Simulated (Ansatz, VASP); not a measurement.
# GaAs in VASP and in Ansatz

INCAR

```
SYSTEM = GaAs
PREC = Accurate
ENCUT = 520
EDIFF = 1E-6
ISMEAR = 0
SIGMA = 0.01
LREAL = .FALSE.
LASPH = .TRUE.
NELM = 80
ALGO = Normal
ISIF = 2
LWAVE = .FALSE.
LCHARG = .FALSE.
GGA = B5
ALDAX = 1.0
AGGAX = 1.0
AGGAC = 1.0
ALDAC = 0.0
NBANDS = 16
```

The input KPOINTS:

```
regular mesh
0
G
  8 8 8
  0 0 0
```

Contents of POSCAR:

```
GaAs
1.0
    0.0000000000      2.7886446409      2.7886446409
    2.7886446409      0.0000000000      2.7886446409
    2.7886446409      2.7886446409      0.0000000000
As Ga
1 1
Direct
    0.7500000000      0.7500000000      0.7500000000
    0.0000000000      0.0000000000      0.0000000000
```

input.yaml

```yaml
crystal:
  lattice:
    - [0.0, 2.7886446409, 2.7886446409]
    - [2.7886446409, 0.0, 2.7886446409]
    - [2.7886446409, 2.7886446409, 0.0]
  atoms:
    - { symbol: As, position: [0.75, 0.75, 0.75] }
    - { symbol: Ga, position: [0.0, 0.0, 0.0] }
kpoints:
  mp_grid: { grid: [8, 8, 8] }
scf:
  occupations: { method: fixed }
hamiltonian:
  xc: blyp
  pseudopotentials: { kind: all_electron, datasets: crystal }
output:
  forces: true
  stress: true
  eigenvalues: true
  elf: true
  volumetric_format: npy
```

Change from the starting cell: volume scaled by 0.96.

Alike in both runs: task single point; functional BLYP; k mesh 8 × 8 × 8; no spin polarisation.

```csv
,VASP,Ansatz
version,VASP 6.6.1,Ansatz 0.2.0
potentials or method,"VASP PAW PBE potentials, release 64 (As, Ga_d), cutoff 520 eV",all-electron PAW datasets made for the crystal
occupations,"gaussian, width 0.01 eV",fixed
```

|  | VASP | Ansatz | Ansatz less VASP |
| --- | --- | --- | --- |
| gap on the k mesh at the Fermi level (eV) | 0.71 | 0.66 | -0.051 |
| least direct gap on the mesh (eV) | 0.71 | 0.66 | -0.051 |
| pressure (GPa) | 10.9 | 10.5 | -0.42 |

VASP's potentials were made for PBE, not for BLYP. Ansatz ran all-electron here, and VASP with PAW potentials.
